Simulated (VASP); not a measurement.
Wanted: the native input for a VASP 6.6.1 run.

```
Task                   : single point
Functional             : PBE
Potentials or basis    : VASP PAW PBE potentials, release 64 (Hg, Te)
Cutoff                 : 520 eV
k mesh                 : 7 × 7 × 7
Occupations            : fermi-dirac, width 0.05 eV
Spin                   : no spin polarisation
Dipole correction      : no
Further INCAR settings : ALGO = Normal; EDIFF = 1e-06; NBANDS = 16
```

The structure of HgTe (Coloradoite) lies in POSCAR:

```
HgTe
1.0
    0.0000000000      3.2145000000      3.2145000000
    3.2145000000      0.0000000000      3.2145000000
    3.2145000000      3.2145000000      0.0000000000
Hg Te
1 1
Direct
    0.0000000000      0.0000000000      0.0000000000
    0.7500000000      0.7500000000      0.7500000000
```

The input as run:

INCAR

```
SYSTEM = HgTe
PREC = Accurate
ENCUT = 520
EDIFF = 1E-6
ISMEAR = -1
SIGMA = 0.05
LREAL = .False.
LASPH = .True.
NELM = 100
ALGO = Normal
ISIF = 2
LWAVE = .False.
LCHARG = .False.
GGA = PE
NBANDS = 16
```

KPOINTS

```
regular mesh
0
Gamma
  7 7 7
  0 0 0
```

Potentials or basis: VASP PAW PBE potentials, release 64 (Hg, Te).

Command:

```console
$ cat potpaw_PBE.64/Hg/POTCAR potpaw_PBE.64/Te/POTCAR > POTCAR
$ mpirun -np 1 vasp_std > vasp.out
```

Results of the run:

```json
{
 "Pressure": "4.6 GPa",
 "Band gap on the k mesh": "zero (filled and empty bands touch)"
}
```

Caveat: spin-orbit coupling is left out, which moves the levels of the heavy elements.

It took 8.9 s on 1 thread of Intel(R) Xeon(R) 6975P-C (Granite Rapids) (shared host), peak memory 0.2 GiB.
